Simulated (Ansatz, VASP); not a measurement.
**One calculation of Li2GeAs2, two programs**

```
CELL_PARAMETERS angstrom
4.72882 0.00000 0.00000
-2.36441 4.09528 0.00000
0.00000 0.00000 7.26425
ATOMIC_POSITIONS crystal
Li 0.33333 0.66667 0.50000
Li 0.66667 0.33333 0.50000
Ge 0.00000 0.00000 0.50000
As 0.00000 0.00000 0.84798
As 0.00000 0.00000 0.15202
```

Alike in both runs: functional PBE; k mesh 9 × 9 × 6; occupations gaussian, width 0.1 eV; no spin polarisation.

Ansatz relaxed the structure, and its values are those at the end. VASP's run is a single point on that final structure, the one shown.

|  | VASP | Ansatz |
| --- | --- | --- |
| version | VASP 6.6.1 | Ansatz 0.2.0 |
| potentials or method | VASP PAW PBE potentials, release 64 (Li_sv, Ge_d, As), cutoff 520 eV | scalar-relativistic, plane waves, PAW |
| valence electrons in the cell | 30 | 50 |

VASP gave:

```
gap on the k mesh at the Fermi level (eV) : none
rms of the force components (eV/Å)        : 0.028
```

Problem. What did Ansatz give for the same quantities?

Solution. gap on the k mesh at the Fermi level (eV): none; rms of the force components (eV/Å): 0.000.

A gap of «none» marks a metal or a gap that the smearing closes. With one functional, cell and mesh, what is left measures potentials, basis and numerics. VASP's potentials hold 30 valence electrons a cell and Ansatz's 50, so a difference there can come from the potentials and not from the codes.

Noted on VASP's run: the cutoff is under 1.25 times that of the potentials, so the pressure is a little rough.
